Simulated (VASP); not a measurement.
Wanted: the native input for a VASP 6.6.1 run.

```
Task                   : relaxation of cell and atoms
Functional             : PBE
Potentials or basis    : VASP PAW PBE potentials, release 64 (Be, Se, S)
Cutoff                 : 600 eV
k mesh                 : 6 × 6 × 2
Occupations            : gaussian, width 0.02 eV
Spin                   : no spin polarisation
Dipole correction      : no
Further INCAR settings : ALGO = Normal; EDIFF = 1e-07; IBRION = 2; EDIFFG = -0.01; NSW = 100; ISIF = 3
```

The structure of Be3Se2S lies in POSCAR:

```
Be3Se2S
1.0
    3.5944385994      0.0000000000      0.0000000000
   -1.7972192997      3.1128751394      0.0000000000
    0.0000000000      0.0000000000     17.6668551299
Be Se S
6 4 2
Direct
    0.6666666667      0.3333333333      0.6200867140
    0.3333333333      0.6666666667      0.7915745535
    0.6666666667      0.3333333333      0.9631943596
    0.3333333333      0.6666666667      0.4631943596
    0.6666666667      0.3333333333      0.2915745535
    0.3333333333      0.6666666667      0.1200867140
    0.3333333333      0.6666666667      0.6645019212
    0.6666666667      0.3333333333      0.8356403230
    0.3333333333      0.6666666667      0.3356403230
    0.6666666667      0.3333333333      0.1645019212
    0.3333333333      0.6666666667      0.0000021288
    0.6666666667      0.3333333333      0.5000021288
```

These files were run (other wordings do the same):

INCAR

```
SYSTEM = Be3Se2S
PREC = Accurate
ENCUT = 600
EDIFF = 1E-7
ISMEAR = 0
SIGMA = 0.02
LREAL = .FALSE.
LASPH = .TRUE.
NELM = 120
ALGO = Normal
ISIF = 3
LWAVE = .FALSE.
LCHARG = .FALSE.
GGA = PE
IBRION = 2
NSW = 100
EDIFFG = -0.01
GGA_COMPAT = .FALSE.
NELMIN = 4
```

KPOINTS

```
regular mesh
0
G
  6 6 2
  0 0 0
```

Potentials or basis: VASP PAW PBE potentials, release 64 (Be, Se, S).

The run is started by

```sh
$ cat potpaw_PBE.64/Be/POTCAR potpaw_PBE.64/Se/POTCAR potpaw_PBE.64/S/POTCAR > POTCAR
$ mpirun -np 1 vasp_std > vasp.out
```

It gave:

The relaxed volume is 16.43 Å³/atom. The relaxed cell is a = 3.585 Å, b = 3.585 Å, c = 17.713 Å, α = 90.00°, β = 90.00°, γ = 120.00°, the space group after relaxing (to 0.1 Å) is P6_3mc (No. 186) and the energy gained by relaxing is 0.2 meV/atom. The ionic steps are 7, the pressure after relaxing is 0.0 GPa and the band gap on the k mesh is 3.24 eV (least direct gap 3.89 eV).

It took 23 min on 1 thread of Intel Xeon 8259CL, on a shared host, peak memory 0.43 GiB.
